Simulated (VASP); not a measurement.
## Ge2Sb2Te5: single point with PBEsol

Ge2Sb2Te5:

```
CELL_PARAMETERS angstrom
6.83914 -3.06601 0.00000
6.83914 3.06601 0.00000
-6.83098 0.00000 6.84761
ATOMIC_POSITIONS crystal
Ge 0.49734 0.49734 0.01104
Ge 0.28429 0.28429 0.18783
Sb 0.11187 0.11187 0.41735
Sb 0.90171 0.90171 0.58787
Te 0.39996 0.39996 0.59712
Te 0.20652 0.20652 0.80980
Te 0.00832 0.00832 0.00643
Te 0.79529 0.79529 0.19611
Te 0.59470 0.59470 0.38643
```

| Item | Value |
| --- | --- |
| Program | VASP 6.6.1 |
| Task | single point |
| Functional | PBEsol |
| Potentials or basis | VASP PAW PBE potentials, release 64 (Ge_d, Sb, Te) |
| Cutoff | 520 eV |
| k mesh | 4 × 4 × 4 |
| Occupations | gaussian, width 0.1 eV |
| Spin | no spin polarisation |

```
Pressure               : -2.4 GPa
Largest force          : 0.141 eV/Å
Band gap on the k mesh : 0.06 eV
```

Forces in eV/Å, atoms in the order of the input:
```
Ge  -0.047  0.000  0.079
Ge  -0.140  0.000  0.012
Sb  -0.014  0.000  0.070
Sb  -0.008  0.000 -0.081
Te  -0.024  0.000 -0.072
Te   0.052  0.000 -0.053
Te   0.073  0.000  0.029
Te   0.026  0.000  0.083
Te   0.082  0.000 -0.067
```

Stress tensor (GPa, compression positive):
```
-2.29  0.00 -0.06
 0.00 -2.60  0.00
-0.06  0.00 -2.44
```

Levels at points of the mesh, in eV from the valence-band top:
```tsv
k point	band 30	band 31	band 32	band 33	band 34	band 35	band 36	band 37	band 38	band 39
(0.00, 0.00, 0.00)	-1.40	-0.78	-0.47	-0.40	-0.39	1.04	1.34	2.43	2.47	3.46
(0.50, 0.00, 0.00)	-0.95	-0.76	-0.69	-0.53	0.00	0.06	0.57	0.68	1.16	1.34
(0.50, 0.50, 0.00)	-2.30	-2.25	-0.81	-0.79	-0.77	2.13	2.64	2.81	3.04	3.26
(0.00, 0.00, 0.50)	-1.32	-0.71	-0.70	-0.60	-0.29	0.70	1.47	1.83	2.54	2.77
(0.50, 0.00, 0.50)	-0.92	-0.75	-0.68	-0.60	-0.03	0.25	0.39	0.71	1.13	1.41
(0.50, 0.50, 0.50)	-1.36	-0.71	-0.70	-0.57	-0.30	0.68	1.49	2.04	2.32	2.67
```

Run time: 7.3 min on 1 thread of Intel(R) Xeon(R) Platinum 8259CL CPU @ 2.50GHz (Skylake/Cascade Lake), on a shared host, peak memory 0.67 GiB.

Caveat: semilocal functionals underestimate gaps, and a narrow one can read as zero; the PAW data sets were made with another functional, which shifts forces and pressure a little; spin-orbit coupling is left out, which moves the levels of the heavy elements. A k mesh can miss the band edges.
